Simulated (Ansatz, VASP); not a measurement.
# Si3N4 in VASP and in Ansatz

```
Si N
1.0
     7.43996    0.00000    0.00000
    -3.71998    6.44319    0.00000
     0.00000    0.00000    2.84305
Si N
6 8
Direct
  0.76297 0.16950 0.32563
  0.59347 0.76297 0.82563
  0.83050 0.59347 0.32563
  0.23703 0.83050 0.82563
  0.40653 0.23703 0.32563
  0.16950 0.40653 0.82563
  0.02527 0.32854 0.32563
  0.69673 0.02527 0.82563
  0.67146 0.69673 0.32563
  0.97473 0.67146 0.82563
  0.30327 0.97473 0.32563
  0.32854 0.30327 0.82563
  0.33333 0.66667 0.82563
  0.66667 0.33333 0.32563
```

Change from the starting cell: volume scaled by 0.94, ions relaxed.

Alike in both runs: functional PBE; k mesh 4 × 4 × 10; occupations fermi-dirac, width 0.02 eV; no spin polarisation.

Ansatz relaxed the structure, and its values are those at the end. VASP's run is a single point on that final structure, the one shown.

|  | VASP | Ansatz |
| --- | --- | --- |
| version | VASP 6.6.1 | Ansatz 0.2.0 |
| potentials or method | VASP PAW PBE potentials, release 64 (Si, N) | plane-wave PAW, scalar-relativistic |
| plane-wave cutoff (eV) | 520 | 420 |
| valence electrons in the cell | 64 | 64 |

```tsv
	VASP	Ansatz	Ansatz less VASP
gap on the k mesh at the Fermi level (eV)	4.60	4.61	+0.013
pressure (GPa)	24.0	24.3	+0.28
```

With one functional, cell and mesh, what is left measures potentials, basis and numerics. Ansatz's warnings: stress scf threshold loose.
